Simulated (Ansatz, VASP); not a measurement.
**One calculation of InSb, two programs**

```xyz
12
Lattice="9.2586 0.0000 0.0000 0.0000 6.5469 0.0000 0.0000 0.0000 24.9226" Properties=species:S:1:pos:R:3 pbc="T T T"
In    2.3147    3.2734    8.0000
In    6.9440    3.2734    8.0000
In    4.6104    0.6054   10.6856
In   -0.0047    0.3732   10.5241
In    6.9062    3.4777   12.2111
In    2.3924    3.4670   12.2535
Sb    4.6293    1.6367    8.0000
Sb    0.0000    1.6367    8.0000
Sb    6.8726    5.3593   10.0458
Sb    2.3626    5.3329   10.0579
Sb   -0.0027    1.9440   12.8358
Sb    4.6539    1.9962   13.1960
```

Alike in both runs: task single point; functional PBE; dispersion D3(BJ); k mesh 2 × 3 × 1; occupations gaussian, width 0.1 eV; no spin polarisation.

|  | VASP | Ansatz |
| --- | --- | --- |
| version | VASP 6.6.1 | Ansatz 0.2.0 |
| potentials or method | VASP PAW PBE potentials, release 64 (In_d, Sb), cutoff 520 eV | scalar-relativistic, plane waves, PAW |
| valence electrons in the cell | 108 | 168 |

|  | VASP | Ansatz | Ansatz less VASP |
| --- | --- | --- | --- |
| gap on the k mesh at the Fermi level (eV) | 0.08 | 0.08 | +0.005 |
| least direct gap on the mesh (eV) | 0.38 | 0.38 | +0.004 |
| rms of the force components (eV/Å) | 0.308 | 0.308 | +0.0002 |

VASP's potentials hold 108 valence electrons a cell and Ansatz's 168, so a difference there can come from the potentials and not from the codes.

Spin-orbit coupling is off throughout.
